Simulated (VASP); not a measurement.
Wanted: the native input for a VASP 6.6.1 run.

```yaml
Task: single point
Functional: PBE
Potentials_or_basis: VASP PAW PBE potentials, release 64 (B, N)
Cutoff: 600 eV
k_mesh: 12 × 12 × 4
Occupations: gaussian, width 0.01 eV
Spin: no spin polarisation
Dipole_correction: no
Further_INCAR_settings: ALGO = Normal; EDIFF = 1e-06; NBANDS = 16
```

The structure of BN lies in POSCAR:

```
BN
1.0
    2.5040000000      0.0000000000      0.0000000000
   -1.2520000000      2.1685276111      0.0000000000
    0.0000000000      0.0000000000      6.6610000000
B N
2 2
Direct
    0.3333333333      0.6666666667      0.2500000000
    0.6666666667      0.3333333333      0.7500000000
    0.6666666667      0.3333333333      0.2500000000
    0.3333333333      0.6666666667      0.7500000000
```

These files were run (other wordings do the same):

INCAR

```
SYSTEM = BN
PREC = Accurate
ENCUT = 600
EDIFF = 1E-6
ISMEAR = 0
SIGMA = 0.01
LREAL = .FALSE.
LASPH = .TRUE.
NELM = 120
ALGO = Normal
ISIF = 2
LWAVE = .FALSE.
LCHARG = .FALSE.
GGA = PE
NBANDS = 16
GGA_COMPAT = .FALSE.
```

KPOINTS

```
regular mesh
0
G
  12 12 4
  0 0 0
```

Potentials or basis: VASP PAW PBE potentials, release 64 (B, N).

Launch:

```sh
$ cat potpaw_PBE.64/B/POTCAR potpaw_PBE.64/N/POTCAR > POTCAR
$ mpirun -np 1 vasp_std > vasp.out
```

It gave:

```yaml
Pressure: 3.2 GPa
Band_gap_on_the_k_mesh: 4.28 eV, indirect (least direct gap 4.64 eV)
```

Caveat: this functional lacks dispersion, which binds the layers, so the pressure and a relaxed spacing across them are unreliable.

It took 14 s on 1 thread of Intel(R) Xeon(R) 6975P-C (Granite Rapids), on a shared host, peak memory 0.16 GiB.
